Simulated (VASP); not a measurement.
# CaF2 (Fm-3m) in VASP: notebook, part 2 of 2

VASP 6.6.1. The steps go on from the part before.

**3. Vibrations by perturbation theory, PBEsol (13.54 Å³/atom)**

This run uses another cell than the first one, of 13.54 Å³/atom.

Contents of INCAR:

```
  ALGO = Normal
  EDIFF = 1E-8
  ENCUT = 600
  GGA = PS
  GGA_COMPAT = F
  IBRION = 8
  ISIF = 2
  ISMEAR = 0
  LASPH = T
  LCHARG = F
  LEPSILON = T
  LREAL = F
  LWAVE = F
  NBANDS = 19
  NELM = 120
  NSW = 1
  PREC = Accurate
  SIGMA = 0.01
```

Contents of KPOINTS:

```
k-points
0
Gamma
  8 8 8
```

Contents of POSCAR:

```
CaF2
1.0
    0.0000000000      2.7282373784      2.7282373784
    2.7282373784      0.0000000000      2.7282373784
    2.7282373784      2.7282373784      0.0000000000
Ca F
1 2
Direct
    0.0000000000      0.0000000000      0.0000000000
    0.2500000000      0.2500000000      0.2500000000
    0.7500000000      0.7500000000      0.7500000000
```

Potentials or basis: VASP PAW PBE potentials, release 64 (Ca_sv, F).

Started as:

```
cat potpaw_PBE.64/Ca_sv/POTCAR potpaw_PBE.64/F/POTCAR > POTCAR
mpirun -np 1 vasp_std > vasp.out
```

OUTCAR:

```text
EDIFF = 1E-8
   ENCUT = 600
   GGA = PS
   IBRION = 8
   ISIF = 2
   ISMEAR = 0
   LASPH = T
   LEPSILON = T
   LREAL = F
   NELM = 120
   NSW = 1
   PREC = Accurate

 ion  position               nearest neighbor table
   1  0.000  0.000  0.000-   3 2.36   3 2.36   3 2.36   2 2.36   3 2.36   2 2.36   2 2.36   2 2.36

   2  0.250  0.250  0.250-   1 2.36   1 2.36   1 2.36   1 2.36
   3  0.750  0.750  0.750-   1 2.36   1 2.36   1 2.36   1 2.36

  LATTYP: Found a face centered cubic cell.
 ALAT       =     5.4564747568

  Lattice vectors:

 A1 = (   0.0000000000,   2.7282373784,   2.7282373784)
 A2 = (   2.7282373784,   0.0000000000,   2.7282373784)
 A3 = (   2.7282373784,   2.7282373784,   0.0000000000)

Analysis of symmetry for initial positions (statically):
=====================================================================
 Subroutine PRICEL returns:
 Original cell was already a primitive cell.

 Routine SETGRP: Setting up the symmetry group for a
 face centered cubic supercell.

 Subroutine GETGRP returns: Found 48 space group operations
 (whereof 48 operations were pure point group operations)
 out of a pool of 48 trial point group operations.

The static configuration has the point symmetry O_h .

Analysis of symmetry for dynamics (positions and initial velocities):
=====================================================================
 Subroutine PRICEL returns:
 Original cell was already a primitive cell.

 Routine SETGRP: Setting up the symmetry group for a
[... 800 lines left out ...]
 ion    1
    1     2.36751     0.00000     0.00000
    2     0.00000     2.36751     0.00000
    3     0.00000     0.00000     2.36751
 ion    2
    1    -1.18376     0.00000     0.00000
    2     0.00000    -1.18376     0.00000
    3     0.00000     0.00000    -1.18376
 ion    3
    1    -1.18376     0.00000     0.00000
    2     0.00000    -1.18376     0.00000
    3     0.00000     0.00000    -1.18376

 INTERNAL STRAIN TENSOR FOR ION    3 for displacements in x,y,z  (eV/Angst):
          X           Y           Z          XY          YZ          ZX
  --------------------------------------------------------------------------------
  x     0.00000     0.00000     0.00000     0.00000     2.31000     0.00000
  y     0.00000     0.00000     0.00000     0.00000     0.00000     2.31000
  z     0.00000     0.00000     0.00000     2.31000     0.00000     0.00000

 SECOND DERIVATIVES (NOT SYMMETRIZED)
 ------------------------------------
               1X          1Y          1Z          2X          2Y          2Z          3X          3Y          3Z
  1X    -4.233215    0.000000    0.000000    2.116608    0.000000    0.000000    2.116608    0.000000    0.000000
  1Y     0.000000   -4.233215    0.000000    0.000000    2.116608    0.000000    0.000000    2.116608    0.000000
  1Z     0.000000    0.000000   -4.233215    0.000000    0.000000    2.116608    0.000000    0.000000    2.116608
  2X     2.087440    0.000000    0.000000   -4.382963    0.000000    0.000000    2.295523    0.000000    0.000000
  2Y     0.000000    2.087440   -0.000000    0.000000   -4.382963    0.000000    0.000000    2.295523    0.000000
  2Z     0.000000   -0.000000    2.087440    0.000000    0.000000   -4.382963    0.000000    0.000000    2.295523
  3X     2.087440    0.000000    0.000000    2.295523    0.000000    0.000000   -4.382963    0.000000    0.000000
  3Y     0.000000    2.087440   -0.000000    0.000000    2.295523    0.000000    0.000000   -4.382963    0.000000
  3Z     0.000000   -0.000000    2.087440    0.000000    0.000000    2.295523    0.000000    0.000000   -4.382963

 Eigenvectors and eigenvalues of the dynamical matrix
 ----------------------------------------------------

   1 f  =    9.269062 THz    58.239233 2PiTHz  309.182621 cm-1    38.333742 meV
             X         Y         Z           dx          dy          dz
      0.000000  0.000000  0.000000     0.000000    0.000000    0.000000
      1.364119  1.364119  1.364119     0.000000    0.000000   -0.707107
      4.092356  4.092356  4.092356    -0.000000   -0.000000    0.707107
[... 43 lines left out ...]
   9 f/i=    0.025171 THz     0.158155 2PiTHz    0.839618 cm-1     0.104099 meV
             X         Y         Z           dx          dy          dz
      0.000000  0.000000  0.000000    -0.246828   -0.669725   -0.020263
      1.364119  1.364119  1.364119    -0.171123   -0.464313   -0.014048
      4.092356  4.092356  4.092356    -0.171123   -0.464313   -0.014048

--------------------------------------------------------------------------------------------------------

 MACROSCOPIC STATIC DIELECTRIC TENSOR IONIC CONTRIBUTION
 ------------------------------------------------------
           5.926441    -0.000000     0.000000
           0.000000     5.926441    -0.000000
           0.000000    -0.000000     5.926441
 ------------------------------------------------------

 ELASTIC MODULI CONTR FROM IONIC RELAXATION (kBar)
 Direction    XX          YY          ZZ          XY          YZ          ZX
 --------------------------------------------------------------------------------
 XX          -0.0000      0.0000      0.0000      0.0000     -0.0000      0.0000
 YY           0.0000     -0.0000      0.0000      0.0000      0.0000     -0.0000
 ZZ           0.0000      0.0000     -0.0000     -0.0000      0.0000      0.0000
 XY           0.0000      0.0000     -0.0000    -63.0394      0.0000      0.0000
 YZ          -0.0000      0.0000      0.0000      0.0000    -63.0394      0.0000
 ZX           0.0000     -0.0000      0.0000      0.0000      0.0000    -63.0394
 --------------------------------------------------------------------------------

 PIEZOELECTRIC TENSOR IONIC CONTR  for field in x, y, z        (C/m^2)
          XX          YY          ZZ          XY          YZ          ZX
  --------------------------------------------------------------------------------
  x     0.00000    -0.00000     0.00000     0.00000     0.00000    -0.00000
  y    -0.00000    -0.00000    -0.00000    -0.00000    -0.00000    -0.00000
  z    -0.00000     0.00000     0.00000     0.00000    -0.00000     0.00000
```

OSZICAR:

```text
N       E                     dE             d eps       ncg     rms          rms(c)
DAV:   1     0.229211579329E+03    0.22921E+03   -0.14910E+04  1102   0.144E+03
DAV:   2    -0.660467785932E+01   -0.23582E+03   -0.22822E+03  1298   0.364E+02
DAV:   3    -0.185498020319E+02   -0.11945E+02   -0.11888E+02  1271   0.865E+01
DAV:   4    -0.189827518834E+02   -0.43295E+00   -0.43171E+00  1734   0.128E+01
[... 232 lines left out ...]
RMM:  10    -0.533869476658E+00   -0.24751E-07   -0.11162E-07  8922   0.608E-04    0.383E-05
RMM:  11    -0.533869540971E+00   -0.64313E-07   -0.45341E-07  8564   0.281E-04    0.207E-05
RMM:  12    -0.533869527638E+00    0.13333E-07   -0.90594E-08  8802   0.136E-04    0.775E-06
RMM:  13    -0.533869482423E+00    0.45216E-07   -0.10546E-07  8920   0.620E-05    0.437E-06
RMM:  14    -0.533869476502E+00    0.59208E-08   -0.46993E-08  9036   0.298E-05    0.123E-06
 Linear response finished
```

Run time: 21 min. Hardware: 1 thread of Intel Xeon 8259CL, shared host; peak memory 0.46 GiB.

What came out:

- Electronic dielectric tensor (diagonal): 2.30
- Born charges (mean of the diagonal): Ca +2.37; F -1.18 e
- Highest phonon frequency at Γ, LO-TO splitting left out: 309 cm⁻¹

Phonon frequencies in cm⁻¹ (negative: imaginary):
| q point | frequencies |
| --- | --- |
| (0.000, 0.000, 0.000) | -1 -1 -1 242 242 242 309 309 309 |

Electronic dielectric tensor:
```
2.30 0.00 0.00
0.00 2.30 0.00
0.00 0.00 2.30
```

Born effective charge tensors (e):
atom 1, Ca
```
2.37 0.00 0.00
0.00 2.37 0.00
0.00 0.00 2.37
```
atom 2, F
```
-1.18  0.00  0.00
 0.00 -1.18  0.00
 0.00  0.00 -1.18
```
atom 3, F
```
-1.18  0.00  0.00
 0.00 -1.18  0.00
 0.00  0.00 -1.18
```

Caveat: the cell stands under pressure or tension, which shifts response properties; the PAW data sets were made with another functional, which shifts forces and pressure a little.
